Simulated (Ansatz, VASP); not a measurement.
Two plane-wave programs on ReSe

The input POSCAR:

```
ReSe
1.0
    0.0000000000      2.6552431021      2.6552431021
    2.6552431021      0.0000000000      2.6552431021
    2.6552431021      2.6552431021      0.0000000000
Re Se
1 1
Direct
    0.5000000000      0.5000000000      0.5000000000
    0.0000000000      0.0000000000      0.0000000000
```

File INCAR.step1:

```
ALGO = Normal ; EDIFF = 1E-4
ENCUT = 520 ; GGA = PE
ISMEAR = 0 ; ISPIN = 2
LASPH = T ; LCHARG = F
LMAXMIX = 4 ; LREAL = F
LWAVE = T ; MAGMOM = 2.01 0
NBANDS = 18 ; NELM = 150
PREC = Accurate ; SIGMA = 0.05
```

INCAR.step2

```
ALGO = Normal ; EDIFF = 1E-6
ENCUT = 520 ; ISIF = 2
ISMEAR = 0 ; ISPIN = 2
ISTART = 1 ; LASPH = T
LCHARG = F ; LMAXMIX = 4
LMIXTAU = T ; LORBIT = 11
LREAL = F ; LWAVE = F
MAGMOM = 2.01 0 ; METAGGA = R2SCAN
NBANDS = 18 ; NELM = 150
PREC = Accurate ; SIGMA = 0.05
```

File KPOINTS:

```
k-points
0
Gamma
  12 12 12
```

Input for Ansatz:

```yaml
crystal:
  lattice:
    - [0.0, 2.6552431021, 2.6552431021]
    - [2.6552431021, 0.0, 2.6552431021]
    - [2.6552431021, 2.6552431021, 0.0]
  atoms:
    - { symbol: Re, position: [0.5, 0.5, 0.5], spin: 2.01 }
    - { symbol: Se, position: [0.0, 0.0, 0.0] }
basis:
  ecutwfc: 500
  ecutrho_ratio: 4
kpoints:
  mp_grid: { grid: [12, 12, 12] }
hamiltonian:
  xc: r2scan
scf:
  occupations: { method: gaussian, width: 0.05 }
output:
  forces: true
  stress: true
  eigenvalues: true
  populations: true
  write_density: true
  write_potential: true
  elf: true
  volumetric_format: npy
magnetization:
  spin_polarized: true
```

Alike in both runs: task single point; functional r2SCAN; k mesh 12 × 12 × 12; occupations gaussian, width 0.05 eV; collinear spin.

```csv
,VASP,Ansatz
version,VASP 6.6.1,Ansatz 0.2.0
potentials or method,"VASP PAW PBE potentials, release 64 (Re, Se), cutoff 520 eV","scalar-relativistic, plane waves, PAW"
valence electrons in the cell,13,31
```

|  | VASP | Ansatz | Ansatz less VASP |
| --- | --- | --- | --- |
| gap on the k mesh at the Fermi level (eV) | none | none | - |
| pressure (GPa) | -4.1 | -4.5 | -0.37 |
| net moment per atom (μB) | 1.23 | 1.23 | -0.005 |
| size of the moment on the site where the two differ most (μB) | 2.39 | 1.91 | -0.477 |

VASP's potentials were made for PBE, not for r2SCAN. Site moments also hang on the region over which each program counts them. A gap of «none» marks a metal or a gap that the smearing closes. VASP's potentials hold 13 valence electrons a cell and Ansatz's 31, so a difference there can come from the potentials and not from the codes. Ansatz's warnings: stability check not made.

Neither program's run includes spin-orbit coupling.
